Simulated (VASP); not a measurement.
Wanted: the native input for a VASP 6.6.1 run.

```
Task                   : single point
Functional             : r2SCAN
Potentials or basis    : VASP PAW PBE potentials, release 64 (Mg)
Cutoff                 : 520 eV
k mesh                 : 16 × 16 × 8
Occupations            : gaussian, width 0.05 eV
Spin                   : no spin polarisation
Dipole correction      : no
Further INCAR settings : ALGO = Normal; EDIFF = 1e-06; NBANDS = 9
```

The system is Mg.

```xyz
2
Lattice="3.1894 0.0000 0.0000 -1.5947 2.7621 0.0000 0.0000 0.0000 5.1266" Properties=species:S:1:pos:R:3 pbc="T T T"
Mg    0.0000    1.8414    3.8449
Mg    1.5947    0.9207    1.2816
```

One way to write it, as run:

POSCAR

```
Mg
1.0
    3.1893931543      0.0000000000      0.0000000000
   -1.5946965772      2.7620954943      0.0000000000
    0.0000000000      0.0000000000      5.1265524683
Mg
2
Direct
    0.3333333333      0.6666666667      0.7500000000
    0.6666666667      0.3333333333      0.2500000000
```

INCAR.step1

```
ALGO = Normal
EDIFF = 1E-4
ENCUT = 520
GGA = PE
ISMEAR = 0
LASPH = T
LCHARG = F
LREAL = F
LWAVE = T
NBANDS = 9
NELM = 80
PREC = Accurate
SIGMA = 0.05
```

INCAR.step2

```
ALGO = Normal
EDIFF = 1E-6
ENCUT = 520
ISIF = 2
ISMEAR = 0
ISTART = 1
LASPH = T
LCHARG = F
LMIXTAU = T
LREAL = F
LWAVE = F
METAGGA = R2SCAN
NBANDS = 9
NELM = 80
PREC = Accurate
SIGMA = 0.05
```

KPOINTS

```
k-points
0
Gamma
  16 16 8
```

Potentials or basis: VASP PAW PBE potentials, release 64 (Mg).

Run with:

```bash
$ cat potpaw_PBE.64/Mg/POTCAR > POTCAR
$ cp INCAR.step1 INCAR
$ mpirun -np 1 vasp_std > vasp.out
$ cp INCAR.step2 INCAR
$ mpirun -np 1 vasp_std > vasp.out
```

Results of the run:

```
Pressure               : -0.3 GPa
Band gap on the k mesh : zero (bands 2 and 3 overlap by 2.11 eV)
```

Caveat: the PAW data sets were made with another functional, which shifts forces and pressure a little.

Wall time 84 s on 1 thread of Intel(R) Xeon(R) Platinum 8259CL CPU @ 2.50GHz (Skylake/Cascade Lake) (shared host), peak memory 0.2 GiB.
